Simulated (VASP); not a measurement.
Write the native input for VASP 6.6.1 that does the following.

* Task: single point
* Functional: PBE
* Potentials or basis: VASP PAW PBE potentials, release 64 (In_d, P)
* Cutoff: 500 eV
* k mesh: 10 × 10 × 10
* Occupations: gaussian, width 0.01 eV
* Spin: no spin polarisation
* Dipole correction: no
* Further INCAR settings: ALGO = Normal; EDIFF = 1e-06; NBANDS = 16

The structure of InP (pbe) lies in POSCAR:

```
InP
1.0
    0.0000000000      2.9796918983      2.9796918983
    2.9796918983      0.0000000000      2.9796918983
    2.9796918983      2.9796918983      0.0000000000
In P
1 1
Direct
    0.0000000000      0.0000000000      0.0000000000
    0.2500000000      0.2500000000      0.2500000000
```

These files were run (other wordings do the same):

INCAR

```
ALGO = Normal
EDIFF = 1E-6
ENCUT = 500
GGA = PE
GGA_COMPAT = False
ISIF = 2
ISMEAR = 0
LASPH = True
LCHARG = False
LREAL = False
LWAVE = False
NBANDS = 16
NELM = 120
PREC = Accurate
SIGMA = 0.01
```

KPOINTS

```
k-points
0
Gamma
  10 10 10
```

Potentials or basis: VASP PAW PBE potentials, release 64 (In_d, P).

The run is started by

```console
$ cat potpaw_PBE.64/In_d/POTCAR potpaw_PBE.64/P/POTCAR > POTCAR
$ mpirun -np 1 vasp_std > vasp.out
```

It gave:

```json
{"Pressure": "0.0 GPa", "Band gap on the k mesh": "0.44 eV, direct"}
```

Caveat: spin-orbit coupling is left out, which moves the levels of the heavy elements.

Wall time 24 s on 1 thread of Intel(R) Xeon(R) Platinum 8488C (Sapphire Rapids), on a shared host, peak memory 0.19 GiB.
